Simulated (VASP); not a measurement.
Input of a VASP 6.6.1 run:

File INCAR:

```
PREC     = Accurate       # precision mode
ENCUT    = 520            # plane-wave cutoff, eV
EDIFF    = 1E-6           # SCF threshold, eV
ISMEAR   = -1             # smearing method
SIGMA    = 0.1            # smearing width, eV
LREAL    = False          # projectors in reciprocal space
LASPH    = True           # aspherical terms in the spheres
NELM     = 80             # most SCF steps
ALGO     = Normal         # electronic algorithm
ISIF     = 2              # what is computed and relaxed
LWAVE    = False          # write WAVECAR
LCHARG   = False          # write CHGCAR
GGA      = RE             # functional
NBANDS   = 38             # bands
```

The input KPOINTS:

```
regular mesh
0
Gamma
  12 12 3
```

File POSCAR:

```
Bi
1.0
    3.4988086965      0.0000000000      0.0000000000
   -1.7494043483      3.0300572142      0.0000000000
    0.0000000000      0.0000000000     11.7138994420
Bi
4
Direct
    0.0000000000      1.0000000000      1.0000000000
    0.0000000000      1.0000000000      0.5000000000
    0.3333333333      0.6666666667      0.2500000000
    0.6666666667      0.3333333333      0.7500000000
```

Potentials or basis: VASP PAW PBE potentials, release 64 (Bi_d).

The run is started by

```sh
$ cat potpaw_PBE.64/Bi_d/POTCAR > POTCAR
$ mpirun -np 1 vasp_std > vasp.out
```

(1) What does it give for the pressure?

(2) Estimate the band gap on the k mesh.

Results:

(1) 2.0 GPa.

(2) zero (bands 30 and 31 overlap by 6.27 eV).

Caveat: the PAW data sets were made with another functional, which shifts forces and pressure a little; spin-orbit coupling is left out, which moves the levels of the heavy elements.
